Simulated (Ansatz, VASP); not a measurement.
## Li2CaNiC6N6: VASP beside Ansatz

```
CELL_PARAMETERS angstrom
0.00000 5.73984 5.73984
5.73984 0.00000 5.73984
5.73984 5.73984 0.00000
ATOMIC_POSITIONS crystal
Li 0.25000 0.25000 0.25000
Li 0.75000 0.75000 0.75000
Ca 0.00000 0.00000 0.00000
Ni 0.50000 0.50000 0.50000
C 0.77924 0.22076 0.22076
C 0.22076 0.77924 0.22076
C 0.22076 0.22076 0.77924
C 0.22076 0.77924 0.77924
C 0.77924 0.22076 0.77924
C 0.77924 0.77924 0.22076
N 0.67727 0.32273 0.32273
N 0.32273 0.67727 0.32273
N 0.32273 0.32273 0.67727
N 0.32273 0.67727 0.67727
N 0.67727 0.32273 0.67727
N 0.67727 0.67727 0.32273
```

Alike in both runs: functional PBE; k mesh 4 × 4 × 4; occupations gaussian, width 0.02 eV; collinear spin.

Ansatz relaxed the structure, and its values are those at the end. VASP's run is a single point on that final structure, the one shown.

|  | VASP | Ansatz |
| --- | --- | --- |
| version | VASP 6.6.1 | Ansatz 0.2.0 |
| potentials or method | VASP PAW PBE potentials, release 64 (Li_sv, Ca_sv, Ni, C, N), cutoff 520 eV | scalar-relativistic, plane waves, PAW |
| valence electrons in the cell | 80 | 88 |

```tsv
	VASP	Ansatz	Ansatz less VASP
gap on the k mesh at the Fermi level (eV)	2.14	2.19	+0.050
least direct gap on the mesh (eV)	2.16	2.21	+0.050
rms of the force components (eV/Å)	0.196	0.000	-0.1962
net moment per atom (μB)	0.12	0.12	0.000
size of the moment on the site where the two differ most (μB)	0.07	0.04	-0.030
```

Site moments also hang on the region over which each program counts them. One of these differences is far larger than is usual between the two programs; its cause wasn't traced. VASP's potentials hold 80 valence electrons a cell and Ansatz's 88, so a difference there can come from the potentials and not from the codes.

Noted on VASP's run: the cutoff is under 1.25 times that of the potentials, so the pressure is a little rough; the standard files for N, O and F lose accuracy on very short bonds.
